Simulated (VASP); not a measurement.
Au, 2 atoms in the cell. Symmetry: P6_3/mmc, No. 194, hexagonal system. Conventional cell: a = 2.924 Å, b = 2.924 Å, c = 4.662 Å, α = 90.00°, β = 90.00°, γ = 120.00°. Within 3.8 Å of Au (site symmetry -6m2) lie 12 Au at 2.88 to 2.92 Å. 

* Program: VASP 6.6.1
* Task: single point
* Functional: PBEsol
* Potentials or basis: VASP PAW PBE potentials, release 64 (Au)
* Cutoff: 500 eV
* k mesh: 12 × 12 × 8
* Occupations: gaussian, width 0.1 eV
* Spin: no spin polarisation
* Dipole correction: no
* Further INCAR settings: ALGO = Normal; EDIFF = 1e-06; NBANDS = 18

Potentials or basis: VASP PAW PBE potentials, release 64 (Au).

Launch:

```bash
$ cat potpaw_PBE.64/Au/POTCAR > POTCAR
$ mpirun -np 1 vasp_std > vasp.out
```

Hardware: 1 thread of Intel(R) Xeon(R) Platinum 8488C (Sapphire Rapids), on a shared host.

Task: How long does it take, and how much memory?

Result: Run time: 27 s on 1 thread of Intel(R) Xeon(R) Platinum 8488C (Sapphire Rapids), on a shared host, peak memory 0.18 GiB. Counts: scf iterations 11, k points 95.
